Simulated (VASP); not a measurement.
A run of VASP 6.6.1 is set up as follows.

INCAR

```
SYSTEM = Zn
  PREC = Accurate
  ENCUT = 520
  EDIFF = 1E-7
  ISMEAR = -1
  SIGMA = 0.08
  LREAL = .False.
  LASPH = .True.
  NELM = 100
  ALGO = Normal
  ISIF = 2
  LWAVE = .False.
  LCHARG = .False.
  LDIPOL = .True.
  IDIPOL = 3
  DIPOL = 0.5 0.5 0.500
  GGA = PE
  EFIELD = -0.1
  NBANDS = 25
```

KPOINTS

```
regular mesh
0
Gamma
  16 16 1
  0 0 0
```

POSCAR

```
Zn
1.0
    2.6356265346      0.0000000000      0.0000000000
   -1.3178132673      2.2825195338      0.0000000000
    0.0000000000      0.0000000000     21.0925000000
Zn
3
Direct
    0.0000000000      0.0000000000      0.3831600234
    0.3333333333      0.6666666667      0.4999999894
    0.0000000000      0.0000000000      0.6168399872
```

Potentials or basis: VASP PAW PBE potentials, release 64 (Zn).

Command:

```sh
$ cat potpaw_PBE.64/Zn/POTCAR > POTCAR
$ mpirun -np 1 vasp_std > vasp.out
```

**Question.** Predict the band gap on the k mesh.

**Answer.** Zero (bands 18 and 19 overlap by 3.45 eV).

**Question.** Estimate the largest force.

**Answer.** 0.009 eV/Å.

Forces on the atoms (eV/Å):
```
Zn   0.000  0.000 -0.006
Zn   0.000  0.000 -0.003
Zn   0.000  0.000  0.009
```
